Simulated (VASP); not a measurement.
# SiO2: single point with RPBE

Crystal: SiO2.

```xyz
12
Lattice="5.1374 0.0000 0.0000 0.0000 5.1374 0.0000 0.0000 0.0000 7.1848" Properties=species:S:1:pos:R:3 pbc="T T T"
Si    4.0597    4.0597    3.5924
Si    3.6464    1.4910    1.7962
Si    1.4910    3.6464    5.3886
Si    1.0777    1.0777    0.0000
O     3.8920    0.4439    3.0239
O     4.6935    1.2454    0.5685
O     0.4439    3.8920    4.1609
O     1.3233    2.1248    5.9571
O     1.2454    4.6935    6.6163
O     3.8141    3.0126    2.3647
O     2.1248    1.3233    1.2277
O     3.0126    3.8141    4.8201
```

| Property | Result |
| --- | --- |
| Program | VASP 6.6.1 |
| Task | single point |
| Functional | RPBE |
| Potentials or basis | VASP PAW PBE potentials, release 64 (Si, O) |
| Cutoff | 520 eV |
| k mesh | 6 × 6 × 4 |
| Occupations | fermi-dirac, width 0.05 eV |
| Spin | no spin polarisation |
| Dipole correction | no |
| Further INCAR settings | ALGO = Normal; EDIFF = 1e-06; NBANDS = 44 |

```
Pressure               : -0.3 GPa
Largest force          : 0.032 eV/Å
Band gap on the k mesh : 5.56 eV
```

Forces on the atoms (eV/Å):
```
Si   0.016  0.016  0.000
Si  -0.016  0.016  0.000
Si   0.016 -0.016  0.000
Si  -0.016 -0.016  0.000
O   -0.003 -0.017 -0.027
O    0.017  0.003  0.027
O   -0.017 -0.003  0.027
O   -0.003  0.017  0.027
O    0.003  0.017 -0.027
O    0.003 -0.017  0.027
O    0.017 -0.003 -0.027
O   -0.017  0.003 -0.027
```

Levels at points of the mesh, in eV from the valence-band top:
| k point | band 28 | band 29 | band 30 | band 31 | band 32 | band 33 | band 34 | band 35 | band 36 | band 37 |
| --- | --- | --- | --- | --- | --- | --- | --- | --- | --- | --- |
| (0.00, 0.00, 0.00) | -1.08 | -0.65 | -0.22 | -0.22 | 0.00 | 5.56 | 8.70 | 8.70 | 8.81 | 8.81 |
| (0.50, 0.00, 0.00) | -1.01 | -0.63 | -0.63 | -0.43 | -0.43 | 7.47 | 7.47 | 9.14 | 9.14 | 9.38 |
| (0.50, 0.50, 0.00) | -1.30 | -0.58 | -0.58 | -0.56 | -0.56 | 8.51 | 8.51 | 8.56 | 8.56 | 9.81 |
| (0.00, 0.00, 0.50) | -0.69 | -0.47 | -0.47 | -0.39 | -0.39 | 6.71 | 6.71 | 9.26 | 9.26 | 9.39 |
| (0.50, 0.00, 0.50) | -0.95 | -0.91 | -0.91 | -0.15 | -0.15 | 7.64 | 7.64 | 8.75 | 8.75 | 9.14 |
| (0.50, 0.50, 0.50) | -1.31 | -0.65 | -0.65 | -0.65 | -0.65 | 9.02 | 9.02 | 9.02 | 9.02 | 9.50 |

It took 2.6 min on 1 thread of Intel(R) Xeon(R) Platinum 8375C CPU @ 2.90GHz (Ice Lake), on a shared host, peak memory 0.38 GiB.

Caveat: the PAW data sets were made with another functional, which shifts forces and pressure a little. A k mesh can miss the band edges.
